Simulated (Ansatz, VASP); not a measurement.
# Rh: VASP beside Ansatz

The input INCAR:

```
PREC = Accurate
ENCUT = 600
EDIFF = 1E-6
ISMEAR = 0
SIGMA = 0.1
LREAL = F
LASPH = T
NELM = 60
ALGO = Fast
ISIF = 3
LWAVE = F
LCHARG = F
IBRION = 2
NSW = 100
EDIFFG = -0.005
```

KPOINTS

```
Automatic mesh
0
Gamma
  18 18 10
```

The input POSCAR:

```
Rh
1.0
    2.6646412819      0.0000000000      0.0000000000
   -1.3323206409      2.3076470421      0.0000000000
    0.0000000000      0.0000000000      4.3097464236
Rh
2
Direct
    0.6666666667      0.3333333333      0.7500000000
    0.3333333333      0.6666666667      0.2500000000
```

Input for Ansatz:

```yaml
crystal:
  lattice:
    - [2.6646412819, 0.0, 0.0]
    - [-1.3323206409, 2.3076470421, 0.0]
    - [0.0, 0.0, 4.3097464236]
  atoms:
    - { symbol: Rh, position: [0.6666666667, 0.3333333333, 0.75] }
    - { symbol: Rh, position: [0.3333333333, 0.6666666667, 0.25] }
basis:
  ecutwfc: "51.4 Ry"
kpoints:
  mp_grid: { grid: [18, 18, 10] }
hamiltonian:
  xc: lda
  pseudopotentials: { kind: paw, azcp: { folder: soft_1 } }
scf:
  occupations: { method: gaussian, width: 0.1 }
output:
  forces: true
  eigenvalues: true
  stress: true
relax:
  adjacent_minimum: "off"
  f_tol: 0.005
  max_steps: 80
  cell: { stress_tol: 0.05 }
```

Alike in both runs: task relaxation of cell and atoms; functional LDA; k mesh 18 × 18 × 10; occupations gaussian, width 0.1 eV; no spin polarisation.

|  | VASP | Ansatz |
| --- | --- | --- |
| version | VASP 6.6.1 | Ansatz 0.2.0 |
| potentials or method | VASP PAW LDA potentials, release 64 (Rh_pv), cutoff 600 eV | scalar-relativistic, plane waves, PAW |
| valence electrons in the cell | 30 | 34 |

```csv
,VASP,Ansatz,Ansatz less VASP
"gap on the k mesh at the Fermi level, each at its own relaxed structure (eV)",none,none,-
relaxed volume (Å³/atom),13.30,13.27,-0.030
relaxed cell length with the largest relative difference (Å),4.303,4.299,-0.0038
```

Ansatz warns that its potentials were made for another functional, while VASP's fit it. LDA's correlation is that of Perdew and Zunger in VASP and of Perdew and Wang (1992) in Ansatz. A gap of «none» marks a metal or a gap that the smearing closes. VASP's potentials hold 30 valence electrons a cell and Ansatz's 34, so a difference there can come from the potentials and not from the codes.
